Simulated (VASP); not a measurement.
# Nb (Fm-3m) in VASP: settings compared

The runs below take Nb through single point, with r2SCAN, PBEsol-based global hybrid, PBE0.

Program: VASP 6.6.1. These are calculated values, not measurements. Logs are shortened: lines on timing, memory, paths and dates and some standing lists are left out, and cuts for length are marked.

## 1. The cell of the first run

It takes space group Fm-3m (No. 225, cubic). The conventional cell has a = 4.258 Å, b = 4.258 Å, c = 4.258 Å, α = 90.00°, β = 90.00°, γ = 90.00°. Within 4.0 Å of Nb (site symmetry m-3m) lie 12 Nb at 3.01 Å.

## 2. Single point, r2SCAN (volume scaled by 1.02)

Contents of POSCAR:

```
Nb
1.0
    0.0000000000      2.1290070307      2.1290070307
    2.1290070307      0.0000000000      2.1290070307
    2.1290070307      2.1290070307      0.0000000000
Nb
1
Direct
    0.0000000000      0.0000000000      0.0000000000
```

Contents of INCAR.step1:

```
SYSTEM = Nb
PREC = Accurate
ENCUT = 550
ISMEAR = -1
SIGMA = 0.05
LREAL = .False.
LASPH = .True.
NELM = 120
NBANDS = 12
GGA = PE
ALGO = Normal
EDIFF = 1E-5
LWAVE = .True.
LCHARG = .False.
GGA_COMPAT = .False.
```

Contents of INCAR.step2:

```
SYSTEM = Nb
PREC = Accurate
ENCUT = 550
EDIFF = 1E-6
ISMEAR = -1
SIGMA = 0.05
LREAL = .False.
LASPH = .True.
NELM = 120
ALGO = Normal
ISIF = 2
LWAVE = .False.
LCHARG = .False.
METAGGA = R2SCAN
LMIXTAU = .True.
NBANDS = 12
ISTART = 1
GGA_COMPAT = .False.
```

Contents of KPOINTS:

```
regular mesh
0
Gamma
  11 11 11
  0 0 0
```

Potentials or basis: VASP PAW PBE potentials, release 64 (Nb_sv).

Command:

```bash
$ cat potpaw_PBE.64/Nb_sv/POTCAR > POTCAR
$ cp INCAR.step1 INCAR
$ mpirun -np 1 vasp_std > vasp.out
$ cp INCAR.step2 INCAR
$ mpirun -np 1 vasp_std > vasp.out
```

OUTCAR:

```text
SYSTEM = Nb
   PREC = Accurate
   ENCUT = 550
   EDIFF = 1E-6
   ISMEAR = -1
   LREAL = .False.
   LASPH = .True.
   NELM = 120
   ISIF = 2
   METAGGA = R2SCAN
   ISTART = 1

 ion  position               nearest neighbor table
   1  0.000  0.000  0.000-

  LATTYP: Found a face centered cubic cell.
 ALAT       =     4.2580140614

  Lattice vectors:

 A1 = (   0.0000000000,   2.1290070307,   2.1290070307)
 A2 = (   2.1290070307,   0.0000000000,   2.1290070307)
 A3 = (   2.1290070307,   2.1290070307,   0.0000000000)

Analysis of symmetry for initial positions (statically):
=====================================================================
 Subroutine PRICEL returns:
 Original cell was already a primitive cell.

 Routine SETGRP: Setting up the symmetry group for a
 face centered cubic supercell.

 Subroutine GETGRP returns: Found 48 space group operations
 (whereof 48 operations were pure point group operations)
 out of a pool of 48 trial point group operations.

The static configuration has the point symmetry O_h .

Analysis of symmetry for dynamics (positions and initial velocities):
=====================================================================
 Subroutine PRICEL returns:
 Original cell was already a primitive cell.

 Routine SETGRP: Setting up the symmetry group for a
 face centered cubic supercell.

 Subroutine GETGRP returns: Found 48 space group operations
 (whereof 48 operations were pure point group operations)
 out of a pool of 48 trial point group operations.

The dynamic configuration has the point symmetry O_h .

 Subroutine INISYM returns: Found 48 space group operations
 (whereof 48 operations are pure point group operations),
 and found     1 'primitive' translations

----------------------------------------------------------------------------------------

                                     Primitive cell

  volume of cell :      19.3002

  direct lattice vectors                    reciprocal lattice vectors
     0.000000000  2.129007031  2.129007031    -0.234851268  0.234851268  0.234851268
     2.129007031  0.000000000  2.129007031     0.234851268 -0.234851268  0.234851268
     2.129007031  2.129007031  0.000000000     0.234851268  0.234851268 -0.234851268

  length of vectors
     3.010870617  3.010870617  3.010870617     0.406774328  0.406774328  0.406774328

  position of ions in fractional coordinates (direct lattice)
     0.000000000  0.000000000  0.000000000

  ion indices of the primitive-cell ions
   primitive index   ion index
                 1           1

----------------------------------------------------------------------------------------

 KPOINTS: regular mesh

Automatic generation of k-mesh.
 Grid dimensions read from file:
 generate k-points for:   11   11   11

 Generating k-lattice:

  Cartesian coordinates                     Fractional coordinates (reciprocal lattice)
    -0.021350115  0.021350115  0.021350115     0.090909091  0.000000000  0.000000000
     0.021350115 -0.021350115  0.021350115     0.000000000  0.090909091  0.000000000
     0.021350115  0.021350115 -0.021350115     0.000000000  0.000000000  0.090909091

  Length of vectors
     0.036979484  0.036979484  0.036979484

  Shift w.r.t. Gamma in fractional coordinates (k-lattice)
     0.000000000  0.000000000  0.000000000

 Subroutine IBZKPT returns following result:
 ===========================================

 Found     56 irreducible k-points:

 Following reciprocal coordinates:
            Coordinates               Weight
  0.000000  0.000000  0.000000      1.000000
  0.090909  0.000000  0.000000      8.000000
  0.181818  0.000000  0.000000      8.000000
  0.272727  0.000000  0.000000      8.000000
  0.363636  0.000000  0.000000      8.000000
  0.454545  0.000000  0.000000      8.000000
[... 16 lines left out ...]
 -0.272727  0.181818  0.000000     24.000000
 -0.181818  0.181818  0.000000     12.000000
 [... further k-points ...]
   k-points           NKPTS =     56   k-points in BZ     NKDIM =     56   number of bands    NBANDS=     12
   number of dos      NEDOS =    301   number of ions     NIONS =      1
   total plane-waves  NPLWV =  13824
   dimension x,y,z NGX =    24 NGY =   24 NGZ =   24
   dimension x,y,z NGXF=    48 NGYF=   48 NGZF=   48
   ions per type =               1
   NGX,Y,Z   is equivalent  to a cutoff of  13.25, 13.25, 13.25 a.u.
   NGXF,Y,Z  is equivalent  to a cutoff of  26.50, 26.50, 26.50 a.u.
 SYSTEM =  Nb
   PREC   = accura    normal or accurate (medium, high low for compatibility)
   ISTART =      1    job   : 0-new  1-cont  2-samecut
   ICHARG =      0    charge: 1-file 2-atom 10-const
   ISPIN  =      1    spin polarized calculation?
   LNONCOLLINEAR =      F non collinear calculations
   LSORBIT =      F    spin-orbit coupling
   LASPH  =      T    aspherical Exc in radial PAW
   ENCUT  =  550.0 eV  40.42 Ry    6.36 a.u.   5.76  5.76  5.76*2*pi/ulx,y,z
   NELM   =    120;   NELMIN=  2; NELMDL=  0     # of ELM steps
   EDIFF  = 0.1E-05   stopping-criterion for ELM
   LREAL  =      F    real-space projection
   EDIFFG = 0.1E-04   stopping-criterion for IOM
   NSW    =      0    number of steps for IOM
   IBRION =     -1    ionic relax: 0-MD 1-quasi-New 2-CG
   NFREE  =      0    steps in history (QN), initial steepest desc. (CG)
   ISIF   =      2    stress and relaxation
   ISYM   =      2    0-nonsym 1-usesym 2-fastsym
   POTIM  = 0.5000    time-step for ionic-motion
   TEBEG  =    0.0;   TEEND  =   0.0 temperature during run
   PSTRESS=    0.0 pullay stress
   NELECT =      13.0000    total number of electrons
   NUPDOWN=      -1.0000    fix difference up-down
   EMIN   =  10.00;   EMAX   =-10.00  energy-range for DOS
   EFERMI =   0.00;   METHOD = LEGACY
   ISMEAR =    -1;   SIGMA  =   0.05  broadening in eV -4-tet -1-fermi 0-gaus
   EFERMI_NEDOS =   21; number of points for ismear=-14 and -15
   IALGO  =     38    algorithm
   IMIX   =      4    mixing-type and parameters
     AMIX     =   0.40;   BMIX     =  1.00
     AMIX_MAG =   1.60;   BMIX_MAG =  1.00
  volume/ion in A,a.u.               =      19.30       130.24
  Fermi-wavevector in a.u.,A,eV,Ry     =   1.435056  2.711863 28.019645  2.059386
  Thomas-Fermi vector in A             =   2.554397
   LORBIT       =      0    0 simple, 1 ext, 2 COOP (PROOUT), +10 PAW based schemes
   METAGGA = R2SCAN    functional components
   LHFCALC =     F    Hartree Fock is set to
   AEXX    =    0.0000 exact exchange contribution
   IVDW    =     0    specifies the selected vdW correction
   LEPSILON=     F    determine dielectric tensor
   LRPA    =     F    only Hartree local field effects (RPA)
 non-spin polarized calculation
  energy-cutoff  :      550.00
  volume of cell :       19.30
 maximum number of plane-waves:       574
   NGX = 11   NGY = 11   NGZ = 11

 number of electron      13.0000000 magnetization

 Free energy of the ion-electron system (eV)
  ---------------------------------------------------
  ext. energy  EPLUGINS =         0.00000000
  ---------------------------------------------------
  free energy    TOTEN  =       -24.50307778 eV

  energy without entropy =      -24.49006719  energy(sigma->0) =      -24.49657248

 E-fermi :  10.6159     XC(G=0): -13.2218

 val. band max:       10.5895552514   @ k =   0.3636   0.1818   0.0909
 cond. band min:      10.6356817498   @ k =   0.4545   0.0000   0.0000
 fundamental gap:      0.0461264984
 Fermi energy:        10.6159277897

 k-point     1 :       0.0000    0.0000    0.0000
  band No.  band energies     occupation
      1     -46.0844      2.00000
      2     -20.7698      2.00000
      3     -20.7698      2.00000
      4     -20.7698      2.00000
      5       4.0404      2.00000
      6      10.7346      0.17038
      7      10.7346      0.17037
      8      10.7346      0.17037
      9      13.4570      0.00000
     10      13.4570      0.00000
     11      22.7881      0.00000
     12      27.8996      0.00000

 k-point     2 :       0.0909    0.0000    0.0000
  band No.  band energies     occupation
      1     -46.0696      2.00000
      2     -20.8675      2.00000
      3     -20.7819      2.00000
      4     -20.7819      2.00000
      5       4.3496      2.00000
      6      10.4925      1.84373
      7      10.8716      0.01196
      8      10.8716      0.01195
      9      13.3398      0.00000
     10      13.3398      0.00000
     11      23.4017      0.00000
     12      26.6582      0.00000

 k-point     3 :       0.1818    0.0000    0.0000
  band No.  band energies     occupation
      1     -46.0299      2.00000
      2     -21.1241      2.00000
      3     -20.8140      2.00000
      4     -20.8140      2.00000
      5       5.1723      2.00000
      6      10.0140      1.99999
      7      11.1232      0.00008
      8      11.1232      0.00008
      9      13.2305      0.00000
     10      13.2305      0.00000
     11      24.2940      0.00000
     12      25.3873      0.00000
[... 286 lines left out ...]
 k-point    23 :      -0.2727    0.1818    0.0000
  band No.  band energies     occupation
      1     -45.9148      2.00000
      2     -21.6073      2.00000
      3     -21.1403      2.00000
      4     -20.8934      2.00000
      5       7.5128      2.00000
      6       9.4904      2.00000
      7      10.0604      1.99997
      8      11.7006      0.00000
      9      13.0797      0.00000
     10      16.2471      0.00000
     11      23.3232      0.00000
     12      25.7949      0.00000

 k-point    24 :      -0.1818    0.1818    0.0000
  band No.  band energies     occupation
      1     -45.9597      2.00000
      2     -21.4181      2.00000
      3     -21.0385      2.00000
      4     -20.8443      2.00000
      5       6.7095      2.00000
      6       9.3410      2.00000
      7      10.6788      0.44254
      8      12.0481      0.00000
      9      12.1185      0.00000
     10      15.0300      0.00000
     11      24.3094      0.00000
     12      26.8294      0.00000

 [... further k-points ...]

------------------------ aborting loop because EDIFF is reached ----------------------------------------

  FORCE on cell =-STRESS in cart. coord.  units (eV):
  Direction    XX          YY          ZZ          XY          YZ          ZX
  --------------------------------------------------------------------------------------
  -------------------------------------------------------------------------------------
  Total       -0.6560383     -0.6560383     -0.6560383      0.0000000     -0.0000000      0.0000000
  in kB      -54.4601095    -54.4601095    -54.4601095      0.0000000     -0.0000000      0.0000000
  external PRESSURE =     -54.4601095 kB  Pullay stress =       0.0000000 kB

 VOLUME and BASIS-vectors are now :
 -----------------------------------------------------------------------------
  energy-cutoff  :      550.00
  volume of cell :       19.30
      direct lattice vectors                 reciprocal lattice vectors
     0.000000000  2.129007031  2.129007031    -0.234851268  0.234851268  0.234851268
     2.129007031  0.000000000  2.129007031     0.234851268 -0.234851268  0.234851268
     2.129007031  2.129007031  0.000000000     0.234851268  0.234851268 -0.234851268

 POSITION                                       TOTAL-FORCE (eV/Angst)
 -----------------------------------------------------------------------------------
      0.00000      0.00000      0.00000         0.000000     -0.000000      0.000000
 -----------------------------------------------------------------------------------
    total drift:                                0.000000     -0.000000     -0.000000

  FREE ENERGIE OF THE ION-ELECTRON SYSTEM (eV)
  ---------------------------------------------------
  free  energy   TOTEN  =       -24.5030777776 eV

  energy  without entropy=      -24.4900671913  energy(sigma->0) =      -24.49657248
```

Wall time 24 s (1 thread of Intel Xeon Platinum 8559C (Emerald Rapids), shared host); peak memory 0.14 GiB.

Results:

* Free energy: -24.5031 eV
* Pressure: -5.4 GPa

Caveat: the PAW data sets were made with another functional, which shifts forces and pressure a little.

(Continued in part 2 of 2.)
